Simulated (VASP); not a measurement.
A run of VASP 6.6.1 is set up as follows.

Contents of INCAR:

```
PREC = Accurate ; ENCUT = 520
EDIFF = 1E-6 ; ISMEAR = 0
SIGMA = 0.02 ; LREAL = F
LASPH = T ; NELM = 80
ALGO = Normal ; ISIF = 2
LWAVE = F ; LCHARG = F
GGA = PE ; NBANDS = 34
```

File KPOINTS:

```
Automatic mesh
0
Gamma
  6 6 6
```

File POSCAR:

```
CO2
1.0
    4.0701847287      0.0000000000      0.0000000000
   -2.0350923643      3.5248833731      0.0000000000
    0.0000000000      0.0000000000      4.6177685214
C O
3 6
Direct
    0.4652880033      0.0000000000      0.3333333333
    0.0000000000      0.4652880033      0.6666666667
    0.5347119967      0.5347119967      0.0000000000
    0.3930496875      0.2842833439      0.2362855441
    0.7157166561      0.1087663436      0.5696188774
    0.8912336564      0.6069503125      0.9029522108
    0.2842833439      0.3930496875      0.7637144559
    0.1087663436      0.7157166561      0.4303811226
    0.6069503125      0.8912336564      0.0970477892
```

Potentials or basis: VASP PAW PBE potentials, release 64 (C, O).

Launch:

```bash
$ cat potpaw_PBE.64/C/POTCAR potpaw_PBE.64/O/POTCAR > POTCAR
$ mpirun -np 1 vasp_std > vasp.out
```

Q: Predict the pressure.

A: 1.3 GPa.

Q: Estimate the largest force.

A: 0.053 eV/Å.

Q: Estimate the band gap on the k mesh.

A: 6.08 eV, indirect (least direct gap 6.23 eV).

Stress tensor (GPa, compression positive):
```
1.20 0.00 0.00
0.00 1.20 0.00
0.00 0.00 1.45
```

A k mesh can miss the band edges. As with any semilocal functional, this PBE gap is likely too small.
